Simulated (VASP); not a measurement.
# BaP (P6/mmm) in VASP: notebook

BaP is run at these levels: PBE; tasks: single point, relaxation of cell and atoms.

Everything below comes from runs of VASP 6.6.1. Logs are shortened: lines on timing, memory, paths and dates and some standing lists are left out, and cuts for length are marked.

## Step 1: The cell of the first run

Symmetry: P6/mmm, No. 191, hexagonal system. Conventional cell: a = 5.028 Å, b = 5.028 Å, c = 5.117 Å, α = 90.00°, β = 90.00°, γ = 120.00°. Ba (site symmetry 6/mmm) has 2 P at 2.56 Å within 3.4 Å. Within 3.4 Å of P (site symmetry 6/mmm) lie 2 Ba at 2.56 Å.

The cell was generated, and may not be a known phase.

## Step 2: Single point, PBE

INCAR reads:

```
PREC = Accurate ; ENCUT = 520
EDIFF = 1E-6 ; ISMEAR = 0
SIGMA = 0.1 ; LREAL = F
LASPH = T ; NELM = 60
ALGO = Normal ; ISIF = 2
LWAVE = F ; LCHARG = F
GGA = PE ; NBANDS = 14
```

KPOINTS reads:

```
Automatic mesh
0
Gamma
  6 6 4
```

POSCAR reads:

```
BaP
1.0
    5.0281023100      0.0000000000      0.0000000000
   -2.5140511500      4.3544643300      0.0000000000
    0.0000000000      0.0000000000      5.1172822900
Ba P
1 1
Direct
    0.0000000000      0.0000000000      0.0000000000
    0.0000000000      0.0000000000      0.5000000000
```

Potentials or basis: VASP PAW PBE potentials, release 64 (Ba_sv, P).

Launch:

```console
> cat potpaw_PBE.64/Ba_sv/POTCAR potpaw_PBE.64/P/POTCAR > POTCAR
> mpirun -np 1 vasp_std > vasp.out
```

OUTCAR:

```text
PREC = Accurate
   ENCUT = 520
   EDIFF = 1E-6
   ISMEAR = 0
   LREAL = F
   LASPH = T
   NELM = 60
   ISIF = 2
   GGA = PE

 ion  position               nearest neighbor table
   1  0.000  0.000  0.000-   2 2.56   2 2.56
   2  0.000  0.000  0.500-   1 2.56   1 2.56

  LATTYP: Found a hexagonal cell.
 ALAT       =     5.0281023100
 C/A-ratio  =     1.0177363097

  Lattice vectors:

 A1 = (   5.0281023100,   0.0000000000,   0.0000000000)
 A2 = (  -2.5140511500,   4.3544643300,   0.0000000000)
 A3 = (   0.0000000000,   0.0000000000,   5.1172822900)

Analysis of symmetry for initial positions (statically):
=====================================================================
 Subroutine PRICEL returns:
 Original cell was already a primitive cell.

 Routine SETGRP: Setting up the symmetry group for a
 hexagonal supercell.

 Subroutine GETGRP returns: Found 24 space group operations
 (whereof 24 operations were pure point group operations)
 out of a pool of 24 trial point group operations.

The static configuration has the point symmetry D_6h.

Analysis of symmetry for dynamics (positions and initial velocities):
=====================================================================
 Subroutine PRICEL returns:
 Original cell was already a primitive cell.

 Routine SETGRP: Setting up the symmetry group for a
 hexagonal supercell.

 Subroutine GETGRP returns: Found 24 space group operations
 (whereof 24 operations were pure point group operations)
 out of a pool of 24 trial point group operations.

The dynamic configuration has the point symmetry D_6h.

 Subroutine INISYM returns: Found 24 space group operations
 (whereof 24 operations are pure point group operations),
 and found     1 'primitive' translations

----------------------------------------------------------------------------------------

                                     Primitive cell

  volume of cell :     112.0413

  direct lattice vectors                    reciprocal lattice vectors
     5.028102310  0.000000000  0.000000000     0.198882190  0.114824686  0.000000000
    -2.514051150  4.354464330  0.000000000     0.000000000  0.229649372  0.000000000
     0.000000000  0.000000000  5.117282290     0.000000000  0.000000000  0.195416227

  length of vectors
     5.028102310  5.028102305  5.117282290     0.229649372  0.229649372  0.195416227

  position of ions in fractional coordinates (direct lattice)
     0.000000000  0.000000000  0.000000000
     0.000000000  0.000000000  0.500000000

  ion indices of the primitive-cell ions
   primitive index   ion index
                 1           1
                 2           2

----------------------------------------------------------------------------------------

 KPOINTS: Automatic mesh

Automatic generation of k-mesh.
 Grid dimensions read from file:
 generate k-points for:    6    6    4

 Generating k-lattice:

  Cartesian coordinates                     Fractional coordinates (reciprocal lattice)
     0.033147032  0.019137448  0.000000000     0.166666667 -0.000000000  0.000000000
     0.000000000  0.038274895  0.000000000     0.000000000  0.166666667  0.000000000
     0.000000000  0.000000000  0.048854057     0.000000000  0.000000000  0.250000000

  Length of vectors
     0.038274895  0.038274895  0.048854057

  Shift w.r.t. Gamma in fractional coordinates (k-lattice)
     0.000000000  0.000000000  0.000000000

 Subroutine IBZKPT returns following result:
 ===========================================

 Found     21 irreducible k-points:

 Following reciprocal coordinates:
            Coordinates               Weight
  0.000000  0.000000  0.000000      1.000000
  0.166667  0.000000  0.000000      6.000000
  0.333333  0.000000  0.000000      6.000000
  0.500000  0.000000  0.000000      3.000000
  0.166667  0.166667  0.000000      6.000000
  0.333333  0.166667  0.000000     12.000000
[... 13 lines left out ...]
  0.333333  0.166667  0.500000     12.000000
  0.333333  0.333333  0.500000      2.000000
   k-points           NKPTS =     21   k-points in BZ     NKDIM =     21   number of bands    NBANDS=     14
   number of dos      NEDOS =    301   number of ions     NIONS =      2
   total plane-waves  NPLWV =  64000
   dimension x,y,z NGX =    40 NGY =   40 NGZ =   40
   dimension x,y,z NGXF=    80 NGYF=   80 NGZF=   80
   ions per type =               1   1
   NGX,Y,Z   is equivalent  to a cutoff of  13.23, 13.23, 12.99 a.u.
   NGXF,Y,Z  is equivalent  to a cutoff of  26.45, 26.45, 25.99 a.u.
 SYSTEM =  unknown system
   PREC   = accura    normal or accurate (medium, high low for compatibility)
   ISTART =      0    job   : 0-new  1-cont  2-samecut
   ICHARG =      2    charge: 1-file 2-atom 10-const
   ISPIN  =      1    spin polarized calculation?
   LNONCOLLINEAR =      F non collinear calculations
   LSORBIT =      F    spin-orbit coupling
   LASPH  =      T    aspherical Exc in radial PAW
   ENCUT  =  520.0 eV  38.22 Ry    6.18 a.u.   9.35  9.35  9.51*2*pi/ulx,y,z
   NELM   =     60;   NELMIN=  2; NELMDL= -5     # of ELM steps
   EDIFF  = 0.1E-05   stopping-criterion for ELM
   LREAL  =      F    real-space projection
   EDIFFG = 0.1E-04   stopping-criterion for IOM
   NSW    =      0    number of steps for IOM
   IBRION =     -1    ionic relax: 0-MD 1-quasi-New 2-CG
   NFREE  =      0    steps in history (QN), initial steepest desc. (CG)
   ISIF   =      2    stress and relaxation
   ISYM   =      2    0-nonsym 1-usesym 2-fastsym
   POTIM  = 0.5000    time-step for ionic-motion
   TEBEG  =    0.0;   TEEND  =   0.0 temperature during run
   PSTRESS=    0.0 pullay stress
   NELECT =      15.0000    total number of electrons
   NUPDOWN=      -1.0000    fix difference up-down
   EMIN   =  10.00;   EMAX   =-10.00  energy-range for DOS
   EFERMI =   0.00;   METHOD = LEGACY
   ISMEAR =     0;   SIGMA  =   0.10  broadening in eV -4-tet -1-fermi 0-gaus
   EFERMI_NEDOS =   21; number of points for ismear=-14 and -15
   IALGO  =     38    algorithm
   IMIX   =      4    mixing-type and parameters
     AMIX     =   0.40;   BMIX     =  1.00
     AMIX_MAG =   1.60;   BMIX_MAG =  1.00
  volume/ion in A,a.u.               =      56.02       378.05
  Fermi-wavevector in a.u.,A,eV,Ry     =   0.837489  1.582625  9.542964  0.701388
  Thomas-Fermi vector in A             =   1.951387
   LORBIT       =      0    0 simple, 1 ext, 2 COOP (PROOUT), +10 PAW based schemes
   GGA     = PE    functional components
   LHFCALC =     F    Hartree Fock is set to
   AEXX    =    0.0000 exact exchange contribution
   IVDW    =     0    specifies the selected vdW correction
   LEPSILON=     F    determine dielectric tensor
   LRPA    =     F    only Hartree local field effects (RPA)
 non-spin polarized calculation
 Gauss-broadening in eV      SIGMA  =   0.10
  energy-cutoff  :      520.00
  volume of cell :      112.04
 maximum number of plane-waves:      3055
 NGX is ok and might be reduce to    40
   NGX = 19   NGY = 19   NGZ = 19

 number of electron      14.9999999 magnetization

 Free energy of the ion-electron system (eV)
  ---------------------------------------------------
  ext. energy  EPLUGINS =         0.00000000
  ---------------------------------------------------
  free energy    TOTEN  =        -5.27144549 eV

  energy without entropy =       -5.24186127  energy(sigma->0) =       -5.25665338

 E-fermi :   0.4384     XC(G=0):  -6.3309

 val. band max:        0.4318460071   @ k =   0.3333   0.3333   0.2500
 cond. band min:       0.4385479055   @ k =   0.5000   0.0000   0.0000
 fundamental gap:      0.0067018984
 Fermi energy:         0.4383633505

 k-point     1 :       0.0000    0.0000    0.0000
  band No.  band energies     occupation
      1     -27.6906      2.00000
      2     -13.4544      2.00000
      3     -12.9717      2.00000
      4     -12.9717      2.00000
      5      -8.4505      2.00000
      6       0.0853      2.00000
      7       0.6512      0.00261
      8       0.6512      0.00261
      9       2.7239      0.00000
     10       2.8210      0.00000
     11       2.8210      0.00000
     12       3.3776      0.00000
     13       3.3776      0.00000
     14       6.7891      0.00000

 k-point     2 :       0.1667    0.0000    0.0000
  band No.  band energies     occupation
      1     -27.6893      2.00000
      2     -13.4514      2.00000
      3     -12.9988      2.00000
      4     -12.9783      2.00000
      5      -8.4292      2.00000
      6      -0.0480      2.00000
      7       0.5909      0.03094
      8       0.9308      0.00000
      9       2.5793      0.00000
     10       2.6859      0.00000
     11       3.1264      0.00000
     12       3.1664      0.00000
     13       3.3227      0.00000
     14       7.3392      0.00000

 k-point     3 :       0.3333    0.0000    0.0000
  band No.  band energies     occupation
      1     -27.6866      2.00000
      2     -13.4454      2.00000
      3     -13.0519      2.00000
      4     -12.9914      2.00000
      5      -8.3863      2.00000
      6      -0.3073      2.00000
      7       0.4857      0.50301
      8       1.3130      0.00000
      9       2.5231      0.00000
     10       2.7911      0.00000
     11       2.9475      0.00000
     12       3.2184      0.00000
     13       3.8957      0.00000
     14       6.3538      0.00000
[... 273 lines left out ...]
 k-point    20 :       0.3333    0.1667    0.5000
  band No.  band energies     occupation
      1     -27.6746      2.00000
      2     -13.9968      2.00000
      3     -13.0471      2.00000
      4     -12.9957      2.00000
      5      -6.0175      2.00000
      6      -1.6918      2.00000
      7      -1.2621      2.00000
      8      -0.7916      2.00000
      9       1.9853      0.00000
     10       2.7511      0.00000
     11       4.8239      0.00000
     12       5.3293      0.00000
     13       5.5639      0.00000
     14       6.5354      0.00000

 k-point    21 :       0.3333    0.3333    0.5000
  band No.  band energies     occupation
      1     -27.6740      2.00000
      2     -13.9943      2.00000
      3     -13.0295      2.00000
      4     -13.0295      2.00000
      5      -6.0054      2.00000
      6      -1.6846      2.00000
      7      -1.1054      2.00000
      8      -1.1054      2.00000
      9       2.5647      0.00000
     10       2.5647      0.00000
     11       4.3830      0.00000
     12       6.1568      0.00000
     13       6.1573      0.00000
     14       6.4501      0.00000

------------------------ aborting loop because EDIFF is reached ----------------------------------------

  FORCE on cell =-STRESS in cart. coord.  units (eV):
  Direction    XX          YY          ZZ          XY          YZ          ZX
  --------------------------------------------------------------------------------------
  -------------------------------------------------------------------------------------
  Total        0.6642909      0.6642909     10.7760325      0.0000000     -0.0000000      0.0000000
  in kB        9.4992790      9.4992790    154.0959619      0.0000000     -0.0000000      0.0000000
  external PRESSURE =      57.6981733 kB  Pullay stress =       0.0000000 kB

 VOLUME and BASIS-vectors are now :
 -----------------------------------------------------------------------------
  energy-cutoff  :      520.00
  volume of cell :      112.04
      direct lattice vectors                 reciprocal lattice vectors
     5.028102310  0.000000000  0.000000000     0.198882190  0.114824686  0.000000000
    -2.514051150  4.354464330  0.000000000     0.000000000  0.229649372  0.000000000
     0.000000000  0.000000000  5.117282290     0.000000000  0.000000000  0.195416227

 POSITION                                       TOTAL-FORCE (eV/Angst)
 -----------------------------------------------------------------------------------
      0.00000      0.00000      0.00000         0.000000      0.000000      0.000000
      0.00000      0.00000      2.55864         0.000000      0.000000      0.000000
 -----------------------------------------------------------------------------------
    total drift:                               -0.000000     -0.000000      0.000000

  FREE ENERGIE OF THE ION-ELECTRON SYSTEM (eV)
  ---------------------------------------------------
  free  energy   TOTEN  =        -5.2714454904 eV

  energy  without entropy=       -5.2418612742  energy(sigma->0) =       -5.25665338
```

Run time: 45 s. Hardware: 1 thread of Oxide Virtual Turin-like, shared host; peak memory 0.21 GiB.

What came out:

```yaml
Free_energy: -5.2714 eV
Pressure: 5.8 GPa
Band_gap_on_the_k_mesh: zero (an odd number of electrons rules out a gap without spin polarisation)
```

Levels at points of the mesh, in eV from the Fermi level:
| k point | band 6 | band 7 | band 8 | band 9 | band 10 | band 11 |
| --- | --- | --- | --- | --- | --- | --- |
| (0.00, 0.00, 0.00) | -0.35 | 0.21 | 0.21 | 2.29 | 2.38 | 2.38 |
| (0.50, 0.00, 0.00) | -0.87 | 0.00 | 0.85 | 1.97 | 2.47 | 2.73 |
| (0.00, 0.00, 0.50) | -2.19 | -0.89 | -0.89 | 0.11 | 2.64 | 2.64 |
| (0.50, 0.00, 0.50) | -2.13 | -1.80 | -1.08 | 1.26 | 2.92 | 4.17 |

Caveat: the stress differs along the axes, from 1 to 15 GPa; spin-orbit coupling is left out, which moves the levels of the heavy elements; an odd number of electrons without spin polarisation forces a metal; a magnetic or distorted state may lie lower.

## Step 3: Single point, PBE

This run uses another cell than the first one, of 86.49 Å³/atom.

INCAR reads:

```
SYSTEM = BaP
ALGO = Normal
EDIFF = 1E-6
ENCUT = 520
GGA = PE
ISIF = 2
ISMEAR = 0
LASPH = .True.
LCHARG = .True.
LELF = .True.
LREAL = .False.
LVHAR = .True.
LWAVE = .False.
NBANDS = 14
NELM = 100
PREC = Accurate
SIGMA = 0.1
```

KPOINTS reads:

```
k-points
0
Gamma
  6 6 4
  0 0 0
```

POSCAR reads:

```
BaP
1.0
    5.9508994360     -0.0000000034      0.0000000000
   -2.9754497150      5.1536300886      0.0000000000
    0.0000000000      0.0000000000      5.6400492676
Ba P
1 1
Direct
    0.0000000000      0.0000000000      0.0000000000
    0.0000000000      0.0000000000      0.5000000000
```

Potentials or basis: VASP PAW PBE potentials, release 64 (Ba_sv, P).

Launch:

```console
> cat potpaw_PBE.64/Ba_sv/POTCAR potpaw_PBE.64/P/POTCAR > POTCAR
> mpirun -np 1 vasp_std > vasp.out
```

OUTCAR:

```text
SYSTEM = BaP
   EDIFF = 1E-6
   ENCUT = 520
   GGA = PE
   ISIF = 2
   ISMEAR = 0
   LASPH = .True.
   LREAL = .False.
   NELM = 100
   PREC = Accurate

 ion  position               nearest neighbor table
   1  0.000  0.000  0.000-   2 2.82   2 2.82
   2  0.000  0.000  0.500-   1 2.82   1 2.82

  LATTYP: Found a hexagonal cell.
 ALAT       =     5.9508994360
 C/A-ratio  =     0.9477641705

  Lattice vectors:

 A1 = (   5.9508994360,  -0.0000000034,   0.0000000000)
[... 536 lines left out ...]
     14       4.1276      0.00000

------------------------ aborting loop because EDIFF is reached ----------------------------------------

  FORCE on cell =-STRESS in cart. coord.  units (eV):
  Direction    XX          YY          ZZ          XY          YZ          ZX
  --------------------------------------------------------------------------------------
  -------------------------------------------------------------------------------------
  Total        0.2912052      0.2912052      0.9517663      0.0000000      0.0000000     -0.0000000
  in kB        2.6973106      2.6973106      8.8158088      0.0000000      0.0000000     -0.0000000
  external PRESSURE =       4.7368100 kB  Pullay stress =       0.0000000 kB

 VOLUME and BASIS-vectors are now :
 -----------------------------------------------------------------------------
  energy-cutoff  :      520.00
  volume of cell :      172.97
      direct lattice vectors                 reciprocal lattice vectors
     5.950899436 -0.000000003  0.000000000     0.168041825  0.097018993  0.000000000
    -2.975449715  5.153630089  0.000000000     0.000000000  0.194037985  0.000000000
     0.000000000  0.000000000  5.640049268     0.000000000  0.000000000  0.177303416

 POSITION                                       TOTAL-FORCE (eV/Angst)
 -----------------------------------------------------------------------------------
      0.00000      0.00000      0.00000         0.000000      0.000000      0.000000
      0.00000      0.00000      2.82002        -0.000000      0.000000      0.000000
 -----------------------------------------------------------------------------------
    total drift:                               -0.000000     -0.000000     -0.000000

  FREE ENERGIE OF THE ION-ELECTRON SYSTEM (eV)
  ---------------------------------------------------
  free  energy   TOTEN  =        -6.0210536002 eV

  energy  without entropy=       -6.0133316792  energy(sigma->0) =       -6.01719264
```

OSZICAR:

```text
N       E                     dE             d eps       ncg     rms          rms(c)
DAV:   1     0.954567960670E+02    0.95457E+02   -0.49048E+03   588   0.777E+02
DAV:   2     0.174646463565E+01   -0.93710E+02   -0.85737E+02   850   0.142E+02
DAV:   3    -0.751024402520E+01   -0.92567E+01   -0.91357E+01   768   0.528E+01
DAV:   4    -0.782557012766E+01   -0.31533E+00   -0.31498E+00   928   0.936E+00
DAV:   5    -0.782797742750E+01   -0.24073E-02   -0.24072E-02   774   0.893E-01    0.541E+00
DAV:   6    -0.634126810124E+01    0.14867E+01   -0.18771E+00   696   0.547E+00    0.344E+00
DAV:   7    -0.601161960396E+01    0.32965E+00   -0.89942E-01   814   0.406E+00    0.138E+00
DAV:   8    -0.601149240256E+01    0.12720E-03   -0.14276E-01   750   0.193E+00    0.420E-01
DAV:   9    -0.600913922734E+01    0.23532E-02   -0.66238E-02   738   0.124E+00    0.396E-01
DAV:  10    -0.601480306043E+01   -0.56638E-02   -0.92514E-03   648   0.472E-01    0.106E-01
DAV:  11    -0.602020061381E+01   -0.53976E-02   -0.55680E-03   618   0.375E-01    0.403E-02
DAV:  12    -0.602108497077E+01   -0.88436E-03   -0.21988E-03   712   0.198E-01    0.402E-02
DAV:  13    -0.602104604927E+01    0.38921E-04   -0.22887E-04   780   0.709E-02    0.207E-02
DAV:  14    -0.602105366648E+01   -0.76172E-05   -0.15869E-05   706   0.221E-02    0.522E-03
DAV:  15    -0.602105360023E+01    0.66244E-07   -0.94968E-06   726   0.131E-02
   1 F= -.60210536E+01 E0= -.60171926E+01  d E =-.772192E-02
```

It took 75 s on 1 thread of Oxide Virtual Turin-like, shared host; peak memory 0.26 GiB.

Results:

- Free energy: -6.0211 eV
- Pressure: 0.5 GPa
- Band gap on the k mesh: zero (an odd number of electrons rules out a gap without spin polarisation)

Stress tensor (GPa, compression positive):
```
0.27 0.00 0.00
0.00 0.27 0.00
0.00 0.00 0.88
```

Levels at points of the mesh, in eV from the Fermi level:
```
           k point  band 4  band 5  band 6  band 7  band 8  band 9  band 10  band 11  band 12  band 13
(0.00, 0.00, 0.00)  -13.40   -8.23    0.25    0.25    0.44    1.13     2.46     2.46     2.91     2.91
(0.50, 0.00, 0.00)  -13.40   -8.21   -0.28    0.15    1.20    1.46     2.47     2.82     3.19     3.21
(0.00, 0.00, 0.50)  -13.57   -7.12   -1.63   -0.41   -0.41    0.84     2.63     2.63     3.22     5.44
(0.50, 0.00, 0.50)  -13.57   -7.10   -1.58   -0.81   -0.50    1.77     2.77     3.37     3.38     4.52
```

Caveat: spin-orbit coupling is left out, which moves the levels of the heavy elements; an odd number of electrons without spin polarisation forces a metal; a magnetic or distorted state may lie lower.

(Continued in part 2 of 2.)

The gap in the log of VASP goes by the Fermi energy; the results here count the filled bands.